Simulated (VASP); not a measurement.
Input of a VASP 6.6.1 run:

Contents of INCAR:

```
PREC = Accurate ; ENCUT = 520
EDIFF = 1E-6 ; ISMEAR = -1
SIGMA = 0.05 ; LREAL = Auto
LASPH = True ; NELM = 100
ALGO = Normal ; ISIF = 2
LWAVE = False ; LCHARG = True
LELF = True ; LVHAR = True
NBANDS = 89
```

File KPOINTS:

```
Automatic mesh
0
Gamma
  2 2 1
```

The input POSCAR:

```
K2LiPdF6
1.0
    5.8001180000      0.0000000000      0.0000000000
    0.0000000000      5.8001180000      0.0000000000
    0.0000000000      0.0000000000      8.4581940000
K Li Pd F
4 2 2 12
Direct
    0.0327407132      0.5100930705      0.2397674965
    0.4950933757      0.0450680486      0.2582466186
    0.4963174887      0.0029826979      0.7669485945
    0.0034999288      0.5140067840      0.7504557119
    0.0449473614      0.0272580661      0.5243436128
    0.5615747818      0.4760765212      0.0040788849
    0.0168617259     -0.0301028358      0.0139273230
    0.4868694051      0.4975933248      0.4965717268
    0.2937181623      0.2028062188     -0.0029675366
    0.2044268755      0.2945629727      0.5207139964
    0.2966146551      0.7975699805      0.5272047437
    0.6748138572      0.2205299961      0.4904238423
    0.0213788754     -0.0585505329      0.2459035581
    0.0096894580     -0.0494989930      0.7493680093
    0.7663809598      0.6799516837      0.4867824030
    0.7633292978      0.7353298674     -0.0213520759
    0.7814668598      0.2279091563      0.0295689600
    0.2589947308      0.7093993605     -0.0010167655
    0.5006277458      0.4271982053      0.7555277167
    0.5119206195      0.4616112983      0.2311604581
```

Potentials or basis: VASP PAW LDA potentials, release 64 (K_sv, Li_sv, Pd, F).

Command:

```bash
$ cat potpaw_LDA.64/K_sv/POTCAR potpaw_LDA.64/Li_sv/POTCAR potpaw_LDA.64/Pd/POTCAR potpaw_LDA.64/F/POTCAR > POTCAR
$ mpirun -np 1 vasp_std > vasp.out
```

Q: Predict the band gap on the k mesh.

A: 0.06 eV, indirect (least direct gap 0.07 eV).

Q: What does it give for the largest force?

A: 2.716 eV/Å.

Forces on the atoms (eV/Å):
```
K   -0.128 -0.318  0.006
K    0.016 -0.777 -0.313
K    0.167 -0.353 -0.001
K    0.069 -0.146  0.118
Li  -0.146 -0.489  0.162
Li  -0.495  0.065 -0.067
Pd   1.020  0.002 -2.517
Pd  -0.268  0.208  0.853
F   -1.055 -0.538  0.466
F    0.452  0.505 -0.559
F    0.460 -1.005 -0.529
F    0.325  0.029  0.159
F    0.045  0.450  0.677
F   -0.040  0.660  0.881
F   -0.207 -0.028 -0.005
F    0.080  0.087  0.428
F    0.571 -0.496 -0.125
F   -0.828  0.859  0.055
F    0.147  0.722 -0.120
F   -0.185  0.563  0.429
```

Caveat: the k points lie up to 0.74 Å⁻¹ apart; forces of over 1 eV/Å act on the atoms, so gaps and moduli don't describe the material at rest. A k mesh can miss the band edges.
